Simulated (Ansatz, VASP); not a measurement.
## One calculation of InGa2N3, two programs

```xyz
6
Lattice="2.9412 1.6981 3.2528 -2.9412 1.6981 3.2528 0.0000 -3.3962 3.2528" Properties=species:S:1:pos:R:3 pbc="T T T"
In    0.0000    0.0000    0.0000
Ga    0.0000    0.0000    2.5961
Ga    0.0000    0.0000    7.1624
N     0.0000   -1.6981    1.6264
N     1.4706    0.8490    1.6264
N    -1.4706    0.8490    1.6264
```

Alike in both runs: task single point; functional PBE; k mesh 6 × 6 × 6; occupations gaussian, width 0.1 eV; collinear spin.

|  | VASP | Ansatz |
| --- | --- | --- |
| version | VASP 6.6.1 | Ansatz 0.2.0 |
| potentials or method | VASP PAW PBE potentials, release 64 (In_d, Ga_d, N), cutoff 520 eV | scalar-relativistic, plane waves, PAW |
| valence electrons in the cell | 54 | 54 |

|  | VASP | Ansatz | Ansatz less VASP |
| --- | --- | --- | --- |
| gap on the k mesh at the Fermi level (eV) | none | none | - |
| pressure (GPa) | 0.6 | 0.4 | -0.15 |
| rms of the force components (eV/Å) | 0.028 | 0.019 | -0.0096 |
| net moment per atom (μB) | 0.13 | 0.13 | -0.002 |
| size of the moment on the site where the two differ most (μB) | 0.20 | 0.22 | +0.015 |

Site moments also hang on the region over which each program counts them. Atom by atom the forces differ by 0.010 eV/Å (rms over components). A gap of «none» marks a metal or a gap that the smearing closes. With one functional, cell and mesh, what is left measures potentials, basis and numerics.
